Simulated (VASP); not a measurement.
Wanted: the native input for a VASP 6.6.1 run.

```yaml
Task: single point
Functional: r2SCAN
Potentials_or_basis: VASP PAW PBE potentials, release 64 (Cs_sv, Cl)
Cutoff: 550 eV
k_mesh: 4 × 4 × 4
Occupations: gaussian, width 0.01 eV
Spin: no spin polarisation
Dipole_correction: no
Further_INCAR_settings: ALGO = Normal; EDIFF = 1e-06; NBANDS = 15
```

CsCl:

```xyz
2
Lattice="4.1368 0.0000 0.0000 0.0000 4.1368 0.0000 0.0000 0.0000 4.1368" Properties=species:S:1:pos:R:3 pbc="T T T"
Cs    0.0000    0.0000    0.0000
Cl    2.0684    2.0684    2.0684
```

One way to write it, as run:

POSCAR

```
CsCl
1.0
    4.1368324570      0.0000000000      0.0000000000
    0.0000000000      4.1368324570      0.0000000000
    0.0000000000      0.0000000000      4.1368324570
Cs Cl
1 1
Direct
    0.0000000000      0.0000000000      0.0000000000
    0.5000000000      0.5000000000      0.5000000000
```

INCAR.step1

```
SYSTEM = CsCl
PREC     = Accurate       ! precision mode
ENCUT    = 550            ! plane-wave cutoff, eV
ISMEAR   = 0              ! smearing method
SIGMA    = 0.01           ! smearing width, eV
LREAL    = .False.        ! projectors in reciprocal space
LASPH    = .True.         ! aspherical terms in the spheres
NELM     = 120            ! most SCF steps
NBANDS   = 15             ! bands
GGA      = PE             ! functional
ALGO     = Normal         ! electronic algorithm
EDIFF    = 1E-5           ! SCF threshold, eV
LWAVE    = .True.         ! write WAVECAR
LCHARG   = .False.        ! write CHGCAR
GGA_COMPAT= .False.
```

INCAR.step2

```
SYSTEM = CsCl
PREC     = Accurate       ! precision mode
ENCUT    = 550            ! plane-wave cutoff, eV
EDIFF    = 1E-6           ! SCF threshold, eV
ISMEAR   = 0              ! smearing method
SIGMA    = 0.01           ! smearing width, eV
LREAL    = .False.        ! projectors in reciprocal space
LASPH    = .True.         ! aspherical terms in the spheres
NELM     = 120            ! most SCF steps
ALGO     = Normal         ! electronic algorithm
ISIF     = 2              ! what is computed and relaxed
LWAVE    = .False.        ! write WAVECAR
LCHARG   = .False.        ! write CHGCAR
METAGGA  = R2SCAN         ! meta-GGA
LMIXTAU  = .True.       
NBANDS   = 15             ! bands
ISTART   = 1            
GGA_COMPAT= .False.
```

KPOINTS

```
regular mesh
0
Gamma
  4 4 4
  0 0 0
```

Potentials or basis: VASP PAW PBE potentials, release 64 (Cs_sv, Cl).

Launch:

```bash
$ cat potpaw_PBE.64/Cs_sv/POTCAR potpaw_PBE.64/Cl/POTCAR > POTCAR
$ cp INCAR.step1 INCAR
$ mpirun -np 1 vasp_std > vasp.out
$ cp INCAR.step2 INCAR
$ mpirun -np 1 vasp_std > vasp.out
```

Results of the run:

* Pressure: 0.1 GPa
* Band gap on the k mesh: 5.91 eV

Caveat: the PAW data sets were made with another functional, which shifts forces and pressure a little; spin-orbit coupling is left out, which moves the levels of the heavy elements.

Wall time 28 s on 1 thread of AMD EPYC 7R13 Processor (Zen 3) (shared host), peak memory 0.16 GiB.
